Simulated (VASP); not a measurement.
SiC:

```
Si C
1.0
     3.03413    0.00000    0.00000
    -1.51706    2.62763    0.00000
     0.00000    0.00000    9.93454
Si C
4 4
Cartesian
  0.0000 0.0000 1.8666
  0.0000 0.0000 6.8339
  0.0000 1.7518 4.3498
  1.5171 0.8759 9.3170
  0.0000 0.0000 0.0046
  0.0000 0.0000 4.9718
  0.0000 1.7518 2.4817
  1.5171 0.8759 7.4489
```

Base run:

| Quantity | Value |
| --- | --- |
| Program | VASP 6.6.1 |
| Functional | PBE |
| Dispersion | D3(BJ) |
| Potentials or basis | VASP PAW PBE potentials, release 64 (Si, C) |
| Cutoff | 520 eV |
| k mesh | 10 × 10 × 3 |
| Occupations | fermi-dirac, width 0.05 eV |
| Spin | no spin polarisation |

Its results: band gap on the k mesh 2.23 eV, indirect (least direct gap 3.36 eV); pressure 8.8 GPa; largest force 0.019 eV/Å.

Q: The run is repeated on the same cell with these changes: dispersion from D3(BJ) to none. What comes out?

A: Band gap on the k mesh 2.23 eV, indirect (least direct gap 3.36 eV); pressure 13.9 GPa; largest force 0.019 eV/Å.

Dispersion adds attraction, which lowers the pressure at fixed volume and, as a term added to the energy, leaves the levels alone.

A k mesh can miss the band edges.
